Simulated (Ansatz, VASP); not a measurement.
Two plane-wave programs on Zn

```
Zn
1.0
    -1.56904    1.56904    1.56904
     1.56904   -1.56904    1.56904
     1.56904    1.56904   -1.56904
Zn
1
Cartesian
  0.0000 0.0000 0.0000
```

Alike in both runs: task single point; functional PBE; k mesh 12 × 12 × 12; occupations gaussian, width 0.025 eV; no spin polarisation.

```csv
,VASP,Ansatz
version,VASP 6.6.1,Ansatz 0.2.0
potentials or method,"VASP PAW PBE potentials, release 64 (Zn)",Ansatz PAW
plane-wave cutoff (eV),500,420
valence electrons in the cell,12,12
```

|  | VASP | Ansatz | Ansatz less VASP |
| --- | --- | --- | --- |
| gap on the k mesh at the Fermi level (eV) | none | none | - |
| pressure (GPa) | 0.1 | -0.2 | -0.33 |

A gap of «none» marks a metal or a gap that the smearing closes.
